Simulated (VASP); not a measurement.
**P: single point with LDA**

Crystal: P.

```
CELL_PARAMETERS angstrom
1.68006 -5.57222 0.00000
1.68006 5.57222 0.00000
0.00000 0.00000 4.63275
ATOMIC_POSITIONS crystal
P 0.90414 0.09586 0.58882
P 0.09586 0.90414 0.41118
P 0.59586 0.40414 0.08882
P 0.40414 0.59586 0.91118
```

```yaml
Program: VASP 6.6.1
Task: single point
Functional: LDA
Potentials_or_basis: VASP PAW LDA potentials, release 64 (P)
Cutoff: 520 eV
k_mesh: 8 × 8 × 6
Occupations: fermi-dirac, width 0.05 eV
Spin: no spin polarisation
Dipole_correction: no
Further_INCAR_settings: ALGO = Normal; EDIFF = 1e-07; NBANDS = 18
```

```yaml
Pressure: -5.9 GPa
Largest_force: 0.340 eV/Å
Band_gap_on_the_k_mesh: 0.09 eV, direct
```

Forces on the atoms (eV/Å):
```
P    0.000 -0.312  0.136
P    0.000  0.312 -0.136
P    0.000  0.312  0.136
P    0.000 -0.312 -0.136
```

Stress tensor (GPa, compression positive):
```
-7.45  0.00  0.00
 0.00 -4.71  0.00
 0.00  0.00 -5.66
```

Levels at points of the mesh, in eV from the valence-band top:
```
           k point  band 7  band 8  band 9  band 10  band 11  band 12  band 13  band 14
(0.00, 0.00, 0.00)   -3.88   -2.64   -2.47    -1.13     0.57     0.98     1.73     2.66
(0.50, 0.00, 0.00)   -3.23   -3.23   -2.54    -2.54     0.59     0.59     1.45     1.45
(0.50, 0.50, 0.00)   -3.97   -2.33   -1.49     0.00     0.09     0.76     1.88     2.56
(0.00, 0.00, 0.50)   -3.13   -3.13   -1.60    -1.60     1.20     1.20     2.77     2.77
(0.50, 0.00, 0.50)   -5.12   -5.12   -1.73    -1.73     1.59     1.59     3.27     3.27
(0.50, 0.50, 0.50)   -2.68   -2.68   -1.94    -1.94     1.27     1.27     2.34     2.34
```

Wall time 82 s on 1 thread of Intel(R) Xeon(R) 6975P-C (Granite Rapids) (shared host), peak memory 0.26 GiB.

A k mesh can miss the band edges.
